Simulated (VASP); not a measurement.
# Ge (P6_3mc) in VASP: relaxation of cell and atoms with LDA

Aim: the relaxation of cell and atoms of Ge with LDA.

Program: VASP 6.6.1. These are calculated values, not measurements. Logs are shortened: lines on timing, memory, paths and dates and some standing lists are left out, and cuts for length are marked.

### 1 The cell of the first run

It takes space group P6_3mc (No. 186, hexagonal). Conventional cell: a = 4.050 Å, b = 4.050 Å, c = 10.993 Å, α = 90.00°, β = 90.00°, γ = 120.00°. Ge (site symmetry 3m) has 3 Ge at 2.44 Å within 3.2 Å. Within 3.2 Å of Ge (site symmetry 3m) lie 3 Ge at 2.44 Å.

### 2 Relaxation of cell and atoms, LDA

The input, INCAR:

```
SYSTEM = Ge
PREC = Accurate
ENCUT = 600
EDIFF = 1E-6
ISMEAR = -1
SIGMA = 0.1
LREAL = .False.
LASPH = .True.
NELM = 60
ALGO = Normal
ISIF = 3
LWAVE = .False.
LCHARG = .False.
IBRION = 2
NSW = 80
EDIFFG = -0.02
```

The input, KPOINTS:

```
regular mesh
0
Gamma
  6 6 2
  0 0 0
```

The input, POSCAR:

```
Ge
1.0
    4.0504050000      0.0000000000      0.0000000000
   -2.0252025000      3.5077536256      0.0000000000
    0.0000000000      0.0000000000     10.9933590000
Ge
4
Direct
    0.0000000000      0.0000000000      0.9774520000
    0.0000000000      0.0000000000      0.4774520000
    0.3333330000      0.6666670000      0.9148480000
    0.6666670000      0.3333330000      0.4148480000
```

Potentials or basis: VASP PAW LDA potentials, release 64 (Ge_d).

Launch:

```
$ cat potpaw_LDA.64/Ge_d/POTCAR > POTCAR
$ mpirun -np 1 vasp_std > vasp.out
```

OUTCAR:

```text
SYSTEM = Ge
   PREC = Accurate
   ENCUT = 600
   EDIFF = 1E-6
   ISMEAR = -1
   LREAL = .False.
   LASPH = .True.
   NELM = 60
   ISIF = 3
   IBRION = 2
   NSW = 80
   EDIFFG = -0.02

 ion  position               nearest neighbor table
   1  0.000  0.000  0.977-   3 2.44   3 2.44   3 2.44
   2  0.000  0.000  0.477-   4 2.44   4 2.44   4 2.44
   3  0.333  0.667  0.915-   1 2.44   1 2.44   1 2.44
   4  0.667  0.333  0.415-   2 2.44   2 2.44   2 2.44

  LATTYP: Found a hexagonal cell.
 ALAT       =     4.0504050000
 C/A-ratio  =     2.7141382158

  Lattice vectors:

 A1 = (   4.0504050000,   0.0000000000,   0.0000000000)
 A2 = (  -2.0252025000,   3.5077536256,   0.0000000000)
 A3 = (   0.0000000000,   0.0000000000,  10.9933590000)

Analysis of symmetry for initial positions (statically):
=====================================================================
 Subroutine PRICEL returns:
 Original cell was already a primitive cell.

 Routine SETGRP: Setting up the symmetry group for a
 hexagonal supercell.

 Subroutine GETGRP returns: Found 12 space group operations
 (whereof  6 operations were pure point group operations)
 out of a pool of 24 trial point group operations.

The static configuration has the point symmetry C_3v.
 The point group associated with its full space group is C_6v.

Analysis of symmetry for dynamics (positions and initial velocities):
=====================================================================
 Subroutine PRICEL returns:
 Original cell was already a primitive cell.

 Routine SETGRP: Setting up the symmetry group for a
 hexagonal supercell.

 Subroutine GETGRP returns: Found 12 space group operations
 (whereof  6 operations were pure point group operations)
 out of a pool of 24 trial point group operations.

The dynamic configuration has the point symmetry C_3v.
 The point group associated with its full space group is C_6v.

 Subroutine INISYM returns: Found 12 space group operations
 (whereof  6 operations are pure point group operations),
 and found     1 'primitive' translations

----------------------------------------------------------------------------------------

                                     Primitive cell

  volume of cell :     156.1917

  direct lattice vectors                    reciprocal lattice vectors
     4.050405000  0.000000000  0.000000000     0.246888891  0.142541368  0.000000000
    -2.025202500  3.507753626  0.000000000     0.000000000  0.285082736  0.000000000
     0.000000000  0.000000000 10.993359000     0.000000000  0.000000000  0.090964008

  length of vectors
     4.050405000  4.050405000 10.993359000     0.285082736  0.285082736  0.090964008

  position of ions in fractional coordinates (direct lattice)
     0.000000000  0.000000000  0.977452000
     0.000000000  0.000000000  0.477452000
     0.333333000  0.666667000  0.914848000
     0.666667000  0.333333000  0.414848000

  ion indices of the primitive-cell ions
   primitive index   ion index
                 1           1
                 2           2
                 3           3
                 4           4

----------------------------------------------------------------------------------------

 KPOINTS: regular mesh

Automatic generation of k-mesh.
 Grid dimensions read from file:
 generate k-points for:    6    6    2

 Generating k-lattice:

  Cartesian coordinates                     Fractional coordinates (reciprocal lattice)
     0.041148149  0.023756895  0.000000000     0.166666667  0.000000000  0.000000000
     0.000000000  0.047513789  0.000000000     0.000000000  0.166666667  0.000000000
     0.000000000  0.000000000  0.045482004     0.000000000  0.000000000  0.500000000

  Length of vectors
     0.047513789  0.047513789  0.045482004

  Shift w.r.t. Gamma in fractional coordinates (k-lattice)
     0.000000000  0.000000000  0.000000000

 Subroutine IBZKPT returns following result:
 ===========================================

 Found     14 irreducible k-points:

 Following reciprocal coordinates:
            Coordinates               Weight
  0.000000  0.000000  0.000000      1.000000
  0.166667  0.000000  0.000000      6.000000
  0.333333  0.000000  0.000000      6.000000
  0.500000  0.000000  0.000000      3.000000
  0.166667  0.166667  0.000000      6.000000
  0.333333  0.166667  0.000000     12.000000
  0.333333  0.333333  0.000000      2.000000
  0.000000  0.000000  0.500000      1.000000
  0.166667  0.000000  0.500000      6.000000
  0.333333  0.000000  0.500000      6.000000
  0.500000  0.000000  0.500000      3.000000
  0.166667  0.166667  0.500000      6.000000
  0.333333  0.166667  0.500000     12.000000
  0.333333  0.333333  0.500000      2.000000
   k-points           NKPTS =     14   k-points in BZ     NKDIM =     14   number of bands    NBANDS=     33
   number of dos      NEDOS =    301   number of ions     NIONS =      4
   total plane-waves  NPLWV =  92160
   dimension x,y,z NGX =    32 NGY =   32 NGZ =   90
   dimension x,y,z NGXF=    64 NGYF=   64 NGZF=  180
   ions per type =               4
   NGX,Y,Z   is equivalent  to a cutoff of  13.13, 13.13, 13.61 a.u.
   NGXF,Y,Z  is equivalent  to a cutoff of  26.27, 26.27, 27.22 a.u.
 SYSTEM =  Ge
   PREC   = accura    normal or accurate (medium, high low for compatibility)
   ISTART =      0    job   : 0-new  1-cont  2-samecut
   ICHARG =      2    charge: 1-file 2-atom 10-const
   ISPIN  =      1    spin polarized calculation?
   LNONCOLLINEAR =      F non collinear calculations
   LSORBIT =      F    spin-orbit coupling
   LASPH  =      T    aspherical Exc in radial PAW
   ENCUT  =  600.0 eV  44.10 Ry    6.64 a.u.   8.09  8.09 21.96*2*pi/ulx,y,z
   NELM   =     60;   NELMIN=  2; NELMDL= -5     # of ELM steps
   EDIFF  = 0.1E-05   stopping-criterion for ELM
   LREAL  =      F    real-space projection
   EDIFFG = -.2E-01   stopping-criterion for IOM
   NSW    =     80    number of steps for IOM
   IBRION =      2    ionic relax: 0-MD 1-quasi-New 2-CG
   NFREE  =      1    steps in history (QN), initial steepest desc. (CG)
   ISIF   =      3    stress and relaxation
   ISYM   =      2    0-nonsym 1-usesym 2-fastsym
   POTIM  = 0.5000    time-step for ionic-motion
   TEBEG  =    0.0;   TEEND  =   0.0 temperature during run
   PSTRESS=    0.0 pullay stress
   NELECT =      56.0000    total number of electrons
   NUPDOWN=      -1.0000    fix difference up-down
   EMIN   =  10.00;   EMAX   =-10.00  energy-range for DOS
   EFERMI =   0.00;   METHOD = LEGACY
   ISMEAR =    -1;   SIGMA  =   0.10  broadening in eV -4-tet -1-fermi 0-gaus
   EFERMI_NEDOS =   21; number of points for ismear=-14 and -15
   IALGO  =     38    algorithm
   IMIX   =      4    mixing-type and parameters
     AMIX     =   0.40;   BMIX     =  1.00
     AMIX_MAG =   1.60;   BMIX_MAG =  1.00
  volume/ion in A,a.u.               =      39.05       263.51
  Fermi-wavevector in a.u.,A,eV,Ry     =   1.163014  2.197777 18.403254  1.352601
  Thomas-Fermi vector in A             =   2.299568
   LORBIT       =      0    0 simple, 1 ext, 2 COOP (PROOUT), +10 PAW based schemes
   GGA     = CA    functional components
   LHFCALC =     F    Hartree Fock is set to
   AEXX    =    0.0000 exact exchange contribution
   IVDW    =     0    specifies the selected vdW correction
   LEPSILON=     F    determine dielectric tensor
   LRPA    =     F    only Hartree local field effects (RPA)
 conjugate gradient relaxation of ions
 non-spin polarized calculation
  energy-cutoff  :      600.00
  volume of cell :      156.19
 maximum number of plane-waves:      5232
   NGX = 17   NGY = 17   NGZ = 43

--------------------------------------- Ionic step        1  -------------------------------------------

 number of electron      56.0000026 magnetization

 Free energy of the ion-electron system (eV)
  ---------------------------------------------------
  ext. energy  EPLUGINS =         0.00000000
  ---------------------------------------------------
  free energy    TOTEN  =       -18.24213877 eV

  energy without entropy =      -18.21154923  energy(sigma->0) =      -18.22684400

------------------------ aborting loop because EDIFF is reached ----------------------------------------

  FORCE on cell =-STRESS in cart. coord.  units (eV):
  Direction    XX          YY          ZZ          XY          YZ          ZX
  --------------------------------------------------------------------------------------
  -------------------------------------------------------------------------------------
  Total       -3.1371207     -3.1371207     -1.0646625      0.0000000      0.0000000      0.0000000
  in kB      -32.1798392    -32.1798392    -10.9210546      0.0000000      0.0000000      0.0000000
  external PRESSURE =     -25.0935777 kB  Pullay stress =       0.0000000 kB
[... 95 lines left out ...]
  FREE ENERGIE OF THE ION-ELECTRON SYSTEM (eV)
  ---------------------------------------------------
  free  energy   TOTEN  =       -18.3341159175 eV

  energy  without entropy=      -18.3049469717  energy(sigma->0) =      -18.31953144

 E-fermi :   2.1222     XC(G=0):  -8.8168

 val. band max:        2.0554703949   @ k =   0.0000   0.0000   0.0000
 cond. band min:       2.1416641649   @ k =   0.3333   0.3333   0.0000
 fundamental gap:      0.0861937700
 Fermi energy:         2.1221954133

 k-point     1 :       0.0000    0.0000    0.0000
  band No.  band energies     occupation
      1     -22.7088      2.00000
      2     -22.7088      2.00000
      3     -22.7088      2.00000
      4     -22.7088      2.00000
      5     -22.6944      2.00000
      6     -22.6934      2.00000
[... 493 lines left out ...]
     32       6.4210      0.00000
     33       8.1481      0.00000

 E-fermi :  27.7818     XC(G=0): -17.8674

 val. band max:       27.6718742493   @ k =   0.3333   0.1667   0.0000
 cond. band min:      28.0410099938   @ k =   0.3333   0.3333   0.5000
 fundamental gap:      0.3691357446
 Fermi energy:        27.7818444548

 k-point     1 :       0.0000    0.0000    0.0000
  band No.  band energies     occupation
      1     -58.0183      2.00000
      2     -54.5255      2.00000
      3     -54.5255      2.00000
      4     -54.2984      2.00000
      5     -46.0502      2.00000
      6     -46.0502      2.00000
[... 493 lines left out ...]
     32      35.3629      0.00000
     33      37.2480      0.00000

[... ionic steps 4 to 27 ...]

--------------------------------------- Ionic step       28  -------------------------------------------

 number of electron      56.0000002 magnetization

------------------------ aborting loop because EDIFF is reached ----------------------------------------

  FORCE on cell =-STRESS in cart. coord.  units (eV):
  Direction    XX          YY          ZZ          XY          YZ          ZX
  --------------------------------------------------------------------------------------
  -------------------------------------------------------------------------------------
  Total        0.2234062      0.2234062      0.2093446      0.0000000      0.0000000     -0.0000000
  in kB        4.7463316      4.7463316      4.4475873      0.0000000      0.0000000     -0.0000000
  external PRESSURE =       4.6467501 kB  Pullay stress =       0.0000000 kB
[... 61 lines left out ...]
  energy  without entropy=      -20.0412999827  energy(sigma->0) =      -20.06135643

--------------------------------------- Ionic step       30  -------------------------------------------

 number of electron      56.0000003 magnetization

 Free energy of the ion-electron system (eV)
  ---------------------------------------------------
  ext. energy  EPLUGINS =         0.00000000
  ---------------------------------------------------
  free energy    TOTEN  =       -20.08160583 eV

  energy without entropy =      -20.04110793  energy(sigma->0) =      -20.06135688

 E-fermi :   6.1472     XC(G=0): -11.4083

 val. band max:        6.0217280108   @ k =   0.1667   0.1667   0.0000
 cond. band min:       6.2872107703   @ k =   0.3333   0.0000   0.5000
 fundamental gap:      0.2654827595
 Fermi energy:         6.1471666119

 k-point     1 :       0.0000    0.0000    0.0000
  band No.  band energies     occupation
      1     -18.5885      2.00000
      2     -18.5885      2.00000
      3     -18.5535      2.00000
      4     -18.5535      2.00000
      5     -18.5335      2.00000
      6     -18.4553      2.00000
[... 524 lines left out ...]
  FREE ENERGIE OF THE ION-ELECTRON SYSTEM (eV)
  ---------------------------------------------------
  free  energy   TOTEN  =       -20.0816058262 eV

  energy  without entropy=      -20.0411079257  energy(sigma->0) =      -20.06135688

 reached required accuracy - stopping structural energy minimisation
```

Run time: 25 min. Hardware: 1 thread of Intel Xeon 6975P-C, shared host; peak memory 0.3 GiB.

Results:

* Free energy: -20.0816 eV
* Relaxed volume: 18.99 Å³/atom
* Relaxed cell: a = 3.768 Å, b = 3.768 Å, c = 6.178 Å, α = 90.00°, β = 90.00°, γ = 120.00°
* Space group after relaxing (to 0.05 Å): P6_3/mmc (No. 194)
* Energy gained by relaxing: 459.9 meV/atom
* Ionic steps: 30
* Pressure after relaxing: -0.1 GPa
* Band gap on the k mesh: zero (band 28 reaches 7.62 eV, above the bottom of band 29 at 3.28 eV)

Step by step:
```
step  energy change (eV)  largest force (eV/Å)  pressure (GPa)  volume (Å³)
   1              0.0000                0.2633           -2.51       156.19
   2             -0.0674                0.0845            1.26       142.74
   3             -0.0920                0.0470           -0.23       147.09
   4             -0.0920                0.0352           -0.18       146.89
   5             -0.0987                0.0054           -0.15       145.76
   6             -0.1168                0.0915            0.12       142.36
   7             -0.1462                0.2606           -0.48       135.48
   8             -0.2058                0.4348           -0.35       121.33
   9             -0.6025                0.5706            0.35        91.51
  10            511.3998                0.0004         5262.34        25.60
  11             -1.1351                0.2423           -2.82        90.32
  12             -1.1918                0.3490           -0.96        87.60
  13             -1.2087                0.4996            1.40        84.53
  14             -1.2098                0.4699            1.06        85.18
  15             -1.2402                0.4176            0.61        85.01
  16             -1.2864                0.3096            0.07        84.59
  17             -1.3129                0.3253           -1.43        83.68
  18             -1.3361                0.3347           -1.45        83.25
  19             -1.4141                0.4293           -2.28        81.97
  20             -1.6211                0.5242           -2.07        79.46
  21             -1.8020                0.1529            1.11        74.59
  22             -1.8113                0.0391            0.05        75.67
  23             -1.8123                0.0015           -0.07        75.43
  24             -1.8327                0.0547            0.16        75.71
  25             -1.8360                0.0824            0.04        75.86
  26             -1.8360                0.0842           -0.17        75.87
  27             -1.8374                0.0647            0.13        75.68
  28             -1.8382                0.0393            0.46        75.41
  29             -1.8393                0.0190            0.19        75.68
  30             -1.8395                0.0001           -0.08        75.95
```

Final structure:
```
Ge
1.0
     3.76752    0.00000    0.00000
    -1.88376    3.26277    0.00000
     0.00000    0.00000    6.17826
Ge
4
Direct
  0.00000 0.00000 0.07111
  0.00000 0.00000 0.57111
  0.33333 0.66667 0.82119
  0.66667 0.33333 0.32119
```

Caveat: the volume moved by over 15 % at a fixed basis, so the end points are rough.
